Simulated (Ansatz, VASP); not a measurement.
Se: VASP beside Ansatz

Contents of POSCAR:

```
Se
1.0
    4.4975921593      0.0000000000      0.0000000000
   -2.2487960796      3.8950290658      0.0000000000
    0.0000000000      0.0000000000      4.9960319073
Se
3
Direct
    0.2173721223      0.0000000000      0.1666666667
    0.0000000000      0.2173721223      0.8333333333
    0.7826278777      0.7826278777      0.5000000000
```

The input INCAR.step1:

```
PREC = Accurate
ENCUT = 520
ISMEAR = 0
SIGMA = 0.02
LREAL = F
LASPH = T
NELM = 80
NBANDS = 16
GGA = PE
ALGO = Normal
EDIFF = 1E-4
LWAVE = T
LCHARG = F
```

File INCAR.step2:

```
PREC = Accurate
ENCUT = 520
EDIFF = 1E-6
ISMEAR = 0
SIGMA = 0.02
LREAL = F
LASPH = T
NELM = 80
ALGO = Normal
ISIF = 2
LWAVE = F
LCHARG = F
METAGGA = R2SCAN
LMIXTAU = T
NBANDS = 16
ISTART = 1
```

KPOINTS

```
Automatic mesh
0
Gamma
  6 6 6
```

Input for Ansatz:

```yaml
crystal:
  lattice:
    - [4.4975921611, 0.0, 0.0]
    - [-2.2487960806, 3.8950290673, 0.0]
    - [0.0, 0.0, 4.9960319036]
  atoms:
    - { symbol: Se, position: [0.2173721218, 0.0, 0.1666666667] }
    - { symbol: Se, position: [0.0, 0.2173721218, 0.8333333333] }
    - { symbol: Se, position: [0.7826278782, 0.7826278782, 0.5] }
basis:
  ecutwfc: 500
kpoints:
  mp_grid: { grid: [6, 6, 6] }
  band_path: { path: [VBM, CBM], npoints: 2 }
hamiltonian:
  xc: r2scan
scf:
  occupations: { method: gaussian, width: 0.02 }
output:
  forces: false
  stress: false
  eigenvalues: true
checkpoint:
  read: start.run
  write: ck
  compress: false
  write_wavefunctions: false
  write_every: 100000
```

Alike in both runs: task single point; functional r2SCAN; k mesh 6 × 6 × 6; occupations gaussian, width 0.02 eV; no spin polarisation.

|  | VASP | Ansatz |
| --- | --- | --- |
| version | VASP 6.6.1 | Ansatz 0.2.0 |
| potentials or method | VASP PAW PBE potentials, release 64 (Se), cutoff 520 eV | scalar-relativistic, plane waves, PAW |
| valence electrons in the cell | 18 | 48 |

```tsv
	VASP	Ansatz	Ansatz less VASP
gap on the k mesh at the Fermi level (eV)	1.30	1.31	+0.011
least direct gap on the mesh (eV)	1.56	1.57	+0.011
```

VASP's potentials were made for PBE, not for r2SCAN. VASP's potentials hold 18 valence electrons a cell and Ansatz's 48, so a difference there can come from the potentials and not from the codes.
